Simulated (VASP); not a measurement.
Input of a VASP 6.6.1 run:

File INCAR:

```
PREC = Accurate ; ENCUT = 500
EDIFF = 1E-6 ; ISMEAR = 0
SIGMA = 0.01 ; LREAL = False
LASPH = True ; NELM = 120
ALGO = Normal ; ISIF = 2
LWAVE = False ; LCHARG = False
GGA = PS ; NBANDS = 16
GGA_COMPAT = False
```

KPOINTS

```
regular mesh
0
Gamma
  4 4 4
```

The input POSCAR:

```
CdSe
1.0
    0.0000000000      3.0106624250      3.0106624250
    3.0106624250      0.0000000000      3.0106624250
    3.0106624250      3.0106624250      0.0000000000
Cd Se
1 1
Direct
    0.0000000000      0.0000000000      0.0000000000
    0.2500000000      0.2500000000      0.2500000000
```

Potentials or basis: VASP PAW PBE potentials, release 64 (Cd, Se).

Run with:

```console
$ cat potpaw_PBE.64/Cd/POTCAR potpaw_PBE.64/Se/POTCAR > POTCAR
$ mpirun -np 1 vasp_std > vasp.out
```

Q: Estimate the pressure.

A: 2.3 GPa.

Q: Predict the band gap on the k mesh.

A: 0.53 eV, direct.

Caveat: the k points lie up to 0.45 Å⁻¹ apart; the PAW data sets were made with another functional, which shifts forces and pressure a little.
